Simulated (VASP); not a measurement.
Sb:

```xyz
2
Lattice="3.3320 0.0000 0.0000 -1.6660 2.8856 0.0000 0.0000 0.0000 5.4334" Properties=species:S:1:pos:R:3 pbc="T T T"
Sb    1.6660    0.9619    4.0751
Sb    0.0000    1.9237    1.3584
```

This isn't the form of Sb at room conditions, which is rhombohedral.

Base run:

```yaml
Program: VASP 6.6.1
Functional: LDA
Potentials_or_basis: VASP PAW LDA potentials, release 64 (Sb)
Cutoff: 520 eV
k_mesh: 9 × 9 × 5
Occupations: fermi-dirac, width 0.05 eV
Spin: no spin polarisation
```

Its results: band gap on the k mesh zero (bands 5 and 6 overlap by 7.01 eV); pressure -1.4 GPa.

Q: The run is repeated on the same cell with these changes: functional from LDA to r2SCAN; potentials or basis from VASP PAW LDA potentials, release 64 (Sb) to VASP PAW PBE potentials, release 64 (Sb). What comes out?

A: Band gap on the k mesh zero (bands 5 and 6 overlap by 7.51 eV); pressure 1.9 GPa.

Caveats: spin-orbit coupling is left out, which moves the levels of the heavy elements; the PAW data sets were made with another functional, which shifts forces and pressure a little (at least some runs).
